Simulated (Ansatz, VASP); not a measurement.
## One calculation of C, two programs

```xyz
4
Lattice="3.7791 0.0000 0.0000 0.0000 3.7791 0.0000 0.0000 0.0000 1.5659" Properties=species:S:1:pos:R:3 pbc="T T T"
C     0.7824    1.8896    0.0000
C     2.9967    1.8896    0.0000
C     1.8896    0.7824    0.0000
C     1.8896    2.9967    0.0000
```

Alike in both runs: task relaxation of cell and atoms; functional PBE; k mesh 4 × 4 × 10; occupations gaussian, width 0.1 eV; no spin polarisation.

|  | VASP | Ansatz |
| --- | --- | --- |
| version | VASP 6.6.1 | Ansatz 0.2.0 |
| potentials or method | VASP PAW PBE potentials, release 64 (C_h), cutoff 910 eV | scalar-relativistic, plane waves, PAW |
| valence electrons in the cell | 16 | 16 |

VASP gave:

- relaxed volume (Å³/atom): 7.36
- relaxed cell length with the largest relative difference (Å): 2.485

Problem. Estimate Ansatz's values.

Solution. Relaxed volume (Å³/atom): 12.41; relaxed cell length with the largest relative difference (Å): 3.445.

One of these differences is far larger than is usual between the two programs; its cause wasn't traced.

The k mesh is coarse, so the values compare programs but aren't converged. Noted on VASP's run: the cutoff is short for stress, so the pressure is rough; the volume moved by over 15 % at a fixed basis, so the end points are rough.
